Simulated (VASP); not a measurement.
Set up this calculation in VASP 6.6.1, as the native input.

```
Task                   : relaxation of cell and atoms
Functional             : PBEsol
Potentials or basis    : VASP PAW PBE potentials, release 64 (Mo_sv, N)
Cutoff                 : 600 eV
k mesh                 : 8 × 8 × 8
Occupations            : gaussian, width 0.1 eV
Spin                   : no spin polarisation
Dipole correction      : no
Further INCAR settings : ALGO = Normal; EDIFF = 1e-07; IBRION = 2; EDIFFG = -0.005; NSW = 100; ISIF = 3
```

The structure of Mo3N4 lies in POSCAR:

```
Mo3N4
1.0
    4.1644377373      0.0000000000      0.0000000000
    0.0000000000      4.1644377373      0.0000000000
    0.0000000000      0.0000000000      4.1644377373
Mo N
3 4
Direct
    0.5000000000      0.5000000000      0.0000000000
    0.0000000000      0.5000000000      0.5000000000
    0.5000000000      0.0000000000      0.5000000000
    0.5000000000      0.5000000000      0.5000000000
    0.5000000000      0.0000000000      0.0000000000
    0.0000000000      0.5000000000      0.0000000000
    0.0000000000      0.0000000000      0.5000000000
```

These files were run (other wordings do the same):

INCAR

```
SYSTEM = Mo3N4
PREC = Accurate ; ENCUT = 600
EDIFF = 1E-7 ; ISMEAR = 0
SIGMA = 0.1 ; LREAL = .False.
LASPH = .True. ; NELM = 120
ALGO = Normal ; ISIF = 3
LWAVE = .False. ; LCHARG = .False.
GGA = PS ; IBRION = 2
NSW = 100 ; EDIFFG = -0.005
GGA_COMPAT = .False. ; NELMIN = 4
```

KPOINTS

```
Automatic mesh
0
Gamma
  8 8 8
  0 0 0
```

Potentials or basis: VASP PAW PBE potentials, release 64 (Mo_sv, N).

Launch:

```console
$ cat potpaw_PBE.64/Mo_sv/POTCAR potpaw_PBE.64/N/POTCAR > POTCAR
$ mpirun -np 1 vasp_std > vasp.out
```

Results of the run:

```yaml
Relaxed_volume: 10.32 Å³/atom
Relaxed_cell: a = 4.165 Å, b = 4.165 Å, c = 4.165 Å, α = 90.00°, β = 90.00°, γ = 90.00°
Space_group_after_relaxing_to_0.1_Å: Pm-3m (No. 221)
Energy_gained_by_relaxing: 0.0 meV/atom
Ionic_steps: 3
Pressure_after_relaxing: 0.0 GPa
Band_gap_on_the_k_mesh: zero (bands 31 and 32 overlap by 1.96 eV)
```

Caveat: the PAW data sets were made with another functional, which shifts forces and pressure a little.

It took 5.6 min on 1 thread of Intel Xeon 8259CL (shared host), peak memory 0.26 GiB.
